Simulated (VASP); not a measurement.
# GaAs (F-43m) in VASP: further runs, part 2 of 2

VASP 6.6.1. Earlier steps stand in the parts before.

## Step 3: Single point, LDA

INCAR reads:

```
ALGO = Normal
EDIFF = 1E-6
ENCUT = 510
GGA = CA
GGA_COMPAT = F
ISIF = 2
ISMEAR = 0
LASPH = T
LCHARG = F
LREAL = F
LWAVE = F
NBANDS = 21
NELM = 120
PREC = Accurate
SIGMA = 0.01
```

KPOINTS reads:

```
k-points
0
Gamma
  12 12 12
```

POSCAR reads:

```
GaAs
1.0
    0.0000000000      2.8014019297      2.8014019297
    2.8014019297      0.0000000000      2.8014019297
    2.8014019297      2.8014019297      0.0000000000
Ga As
1 1
Direct
    0.0000000000      0.0000000000      0.0000000000
    0.7500000000      0.7500000000      0.7500000000
```

Potentials or basis: VASP PAW LDA potentials, release 64 (Ga_d, As_d).

Launch:

```console
cat potpaw_LDA.64/Ga_d/POTCAR potpaw_LDA.64/As_d/POTCAR > POTCAR
mpirun -np 1 vasp_std > vasp.out
```

OUTCAR:

```text
EDIFF = 1E-6
   ENCUT = 510
   GGA = CA
   ISIF = 2
   ISMEAR = 0
   LASPH = T
   LREAL = F
   NELM = 120
   PREC = Accurate

 ion  position               nearest neighbor table
   1  0.000  0.000  0.000-   2 2.43   2 2.43   2 2.43   2 2.43
   2  0.750  0.750  0.750-   1 2.43   1 2.43   1 2.43   1 2.43

  LATTYP: Found a face centered cubic cell.
 ALAT       =     5.6028038594

  Lattice vectors:

 A1 = (   0.0000000000,   2.8014019297,   2.8014019297)
 A2 = (   2.8014019297,   0.0000000000,   2.8014019297)
 A3 = (   2.8014019297,   2.8014019297,   0.0000000000)

Analysis of symmetry for initial positions (statically):
=====================================================================
 Subroutine PRICEL returns:
 Original cell was already a primitive cell.

 Routine SETGRP: Setting up the symmetry group for a
 face centered cubic supercell.

 Subroutine GETGRP returns: Found 24 space group operations
 (whereof 24 operations were pure point group operations)
 out of a pool of 48 trial point group operations.

The static configuration has the point symmetry T_d .

Analysis of symmetry for dynamics (positions and initial velocities):
=====================================================================
 Subroutine PRICEL returns:
 Original cell was already a primitive cell.

 Routine SETGRP: Setting up the symmetry group for a
 face centered cubic supercell.

 Subroutine GETGRP returns: Found 24 space group operations
 (whereof 24 operations were pure point group operations)
 out of a pool of 48 trial point group operations.

The dynamic configuration has the point symmetry T_d .

 Subroutine INISYM returns: Found 24 space group operations
 (whereof 24 operations are pure point group operations),
 and found     1 'primitive' translations
[... 101 lines left out ...]
   ISIF   =      2    stress and relaxation
   ISYM   =      2    0-nonsym 1-usesym 2-fastsym
   POTIM  = 0.5000    time-step for ionic-motion
   TEBEG  =    0.0;   TEEND  =   0.0 temperature during run
   PSTRESS=    0.0 pullay stress
   NELECT =      28.0000    total number of electrons
   NUPDOWN=      -1.0000    fix difference up-down
   EMIN   =  10.00;   EMAX   =-10.00  energy-range for DOS
   EFERMI =   0.00;   METHOD = LEGACY
   ISMEAR =     0;   SIGMA  =   0.01  broadening in eV -4-tet -1-fermi 0-gaus
   EFERMI_NEDOS =   21; number of points for ismear=-14 and -15
   IALGO  =     38    algorithm
   IMIX   =      4    mixing-type and parameters
     AMIX     =   0.40;   BMIX     =  1.00
     AMIX_MAG =   1.60;   BMIX_MAG =  1.00
  volume/ion in A,a.u.               =      21.98       148.36
  Fermi-wavevector in a.u.,A,eV,Ry     =   1.408452  2.661589 26.990385  1.983737
  Thomas-Fermi vector in A             =   2.530608
   LORBIT       =      0    0 simple, 1 ext, 2 COOP (PROOUT), +10 PAW based schemes
   GGA     = CA    functional components
   LHFCALC =     F    Hartree Fock is set to
   AEXX    =    0.0000 exact exchange contribution
   IVDW    =     0    specifies the selected vdW correction
   LEPSILON=     F    determine dielectric tensor
   LRPA    =     F    only Hartree local field effects (RPA)
 non-spin polarized calculation
 Gauss-broadening in eV      SIGMA  =   0.01
  energy-cutoff  :      510.00
  volume of cell :       43.97
 maximum number of plane-waves:      1174
 NGX is ok and might be reduce to    30
   NGX = 15   NGY = 15   NGZ = 15

 number of electron      28.0000020 magnetization

 Free energy of the ion-electron system (eV)
  ---------------------------------------------------
  ext. energy  EPLUGINS =         0.00000000
  ---------------------------------------------------
  free energy    TOTEN  =        -9.64526208 eV

  energy without entropy =       -9.64526208  energy(sigma->0) =       -9.64526208

 E-fermi :   3.3206     XC(G=0): -10.4368

 val. band max:        3.2239043290   @ k =   0.0000   0.0000   0.0000
 cond. band min:       3.7541635020   @ k =   0.0000   0.0000   0.0000
 fundamental gap:      0.5302591730
 Fermi energy:         3.3206276283

 k-point     1 :       0.0000    0.0000    0.0000
  band No.  band energies     occupation
      1     -32.0964      2.00000
      2     -32.0964      2.00000
      3     -32.0964      2.00000
      4     -32.0847      2.00000
      5     -32.0847      2.00000
      6     -11.7475      2.00000
[... 565 lines left out ...]
     20      13.7061      0.00000
     21      14.3535      0.00000

 [... further k-points ...]
[... 5 lines left out ...]
  --------------------------------------------------------------------------------------
  -------------------------------------------------------------------------------------
  Total        0.0485215      0.0485215      0.0485215      0.0000000      0.0000000     -0.0000000
  in kB        1.7680256      1.7680256      1.7680256      0.0000000      0.0000000     -0.0000000
  external PRESSURE =       1.7680256 kB  Pullay stress =       0.0000000 kB

 VOLUME and BASIS-vectors are now :
 -----------------------------------------------------------------------------
  energy-cutoff  :      510.00
  volume of cell :       43.97
      direct lattice vectors                 reciprocal lattice vectors
     0.000000000  2.801401930  2.801401930    -0.178482065  0.178482065  0.178482065
     2.801401930  0.000000000  2.801401930     0.178482065 -0.178482065  0.178482065
     2.801401930  2.801401930  0.000000000     0.178482065  0.178482065 -0.178482065

 POSITION                                       TOTAL-FORCE (eV/Angst)
 -----------------------------------------------------------------------------------
      0.00000      0.00000      0.00000         0.000000     -0.000000     -0.000000
      4.20210      4.20210      4.20210        -0.000000      0.000000      0.000000
 -----------------------------------------------------------------------------------
    total drift:                                0.000001      0.000001      0.000001

  FREE ENERGIE OF THE ION-ELECTRON SYSTEM (eV)
  ---------------------------------------------------
  free  energy   TOTEN  =        -9.6452620793 eV

  energy  without entropy=       -9.6452620793  energy(sigma->0) =       -9.64526208
```

OSZICAR:

```text
N       E                     dE             d eps       ncg     rms          rms(c)
DAV:   1     0.173173503481E+03    0.17317E+03   -0.13410E+04  3823   0.551E+03
DAV:   2     0.158553711010E+02   -0.15732E+03   -0.15165E+03  3099   0.752E+02
DAV:   3    -0.882053050555E+01   -0.24676E+02   -0.24476E+02  3369   0.141E+02
DAV:   4    -0.985809871338E+01   -0.10376E+01   -0.10367E+01  3471   0.319E+01
DAV:   5    -0.987918741538E+01   -0.21089E-01   -0.21088E-01  3456   0.514E+00    0.350E+00
DAV:   6    -0.969366314433E+01    0.18552E+00   -0.24745E-01  4316   0.790E+00    0.204E+00
DAV:   7    -0.964772835618E+01    0.45935E-01   -0.85254E-02  3578   0.208E+00    0.558E-01
DAV:   8    -0.964523675883E+01    0.24916E-02   -0.13588E-02  3637   0.162E+00    0.118E-01
DAV:   9    -0.964526267428E+01   -0.25915E-04   -0.11020E-03  3737   0.476E-01    0.440E-02
DAV:  10    -0.964525944173E+01    0.32325E-05   -0.95557E-05  3676   0.109E-01    0.168E-02
DAV:  11    -0.964526260186E+01   -0.31601E-05   -0.13862E-05  4103   0.635E-02    0.418E-03
DAV:  12    -0.964526207935E+01    0.52251E-06   -0.18216E-06  2955   0.219E-02
   1 F= -.96452621E+01 E0= -.96452621E+01  d E =-.229612E-45
```

stdout:

```text
POSCAR found type information on POSCAR GaAs
 POSCAR found :  2 types and       2 ions
 scaLAPACK will be used
 LDA part: xc-table for (Slater(with rela. corr.)+CA(PZ))
 , standard interpolation
 POSCAR, INCAR and KPOINTS ok, starting setup
 FFT: planning ... GRIDC
 FFT: planning ... GRID_SOFT
 FFT: planning ... GRID
 WAVECAR not read
 entering main loop
```

Wall time 71 s (1 thread of Intel Xeon Platinum 8375C at 2.90GHz (Ice Lake), shared host); peak memory 0.19 GiB.

Results:

| Property | Result |
| --- | --- |
| Free energy | -9.6453 eV |
| Pressure | 0.2 GPa |
| Band gap on the k mesh | 0.53 eV |

Caveat: semilocal functionals underestimate gaps, and a narrow one can read as zero.

## Step 4: How close it comes

Step 3. A measured gap of GaAs is 1.412 eV (direct; 300 K; “Evidence of valence band perturbations in GaAsN/GaAs(001): A combined variable-angle spectroscopic ellipsometry and modulated photoreflectance investigation”, 2008, arxiv:0805.2212); the calculated 0.53 eV misses it by -0.88 eV. 3 values of this kind are on record (1.412 to 1.51 eV); this one was drawn at random among those near their median, those with a stated uncertainty first. Spin-orbit coupling on As, Ga is left out. The value is that of LDA on a finite k mesh, which can miss the band edges, without temperature or zero-point motion. Semilocal functionals fall short of measured gaps as a rule.
